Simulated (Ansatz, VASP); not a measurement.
# One calculation of Sc, two programs

INCAR

```
SYSTEM = Sc
PREC = Accurate ; ENCUT = 520
EDIFF = 1E-6 ; ISMEAR = -1
SIGMA = 0.1 ; LREAL = .FALSE.
LASPH = .TRUE. ; NELM = 80
ALGO = Normal ; ISIF = 2
LWAVE = .FALSE. ; LCHARG = .FALSE.
GGA = PE ; NBANDS = 12
```

The input KPOINTS:

```
Automatic mesh
0
G
  12 12 12
  0 0 0
```

The input POSCAR:

```
Sc
1.0
    3.0126281650      0.0000000000      0.0000000000
    0.0000000000      3.0126281650      0.0000000000
    0.0000000000      0.0000000000      3.0126281650
Sc
1
Direct
    0.0000000000      0.0000000000      0.0000000000
```

Input for Ansatz:

```yaml
crystal:
  lattice:
    - [3.012628165, 0.0, 0.0]
    - [0.0, 3.012628165, 0.0]
    - [0.0, 0.0, 3.012628165]
  atoms:
    - { symbol: Sc, position: [0.0, 0.0, 0.0] }
hamiltonian:
  xc: pbe
  pseudopotentials:
    kind: paw
    azcp:
      Sc: "pseudopotentials/Sc.paw.azcp"
basis:
  ecutwfc: 420
  fft_grid_basis: typed
kpoints:
  mp_grid: { grid: [12, 12, 12], shift: [0, 0, 0] }
magnetization:
  spin_polarized: false
scf:
  occupations: { method: fermi_dirac, width: 0.1 }
  lower_state_search: "off"
output:
  stress: true
  write_density: true
  write_potential: true
  elf: true
  volumetric_format: npy
```

Alike in both runs: task single point; functional PBE; k mesh 12 × 12 × 12; occupations fermi-dirac, width 0.1 eV; no spin polarisation.

```csv
,VASP,Ansatz
version,VASP 6.6.1,Ansatz 0.2.0
potentials or method,"VASP PAW PBE potentials, release 64 (Sc_sv), cutoff 520 eV","plane waves (420 eV) with PAW, scalar-relativistic"
valence electrons in the cell,11,11
```

|  | VASP | Ansatz | Ansatz less VASP |
| --- | --- | --- | --- |
| pressure (GPa) | -1.3 | -1.3 | -0.01 |

With one functional, cell and mesh, what is left measures potentials, basis and numerics.
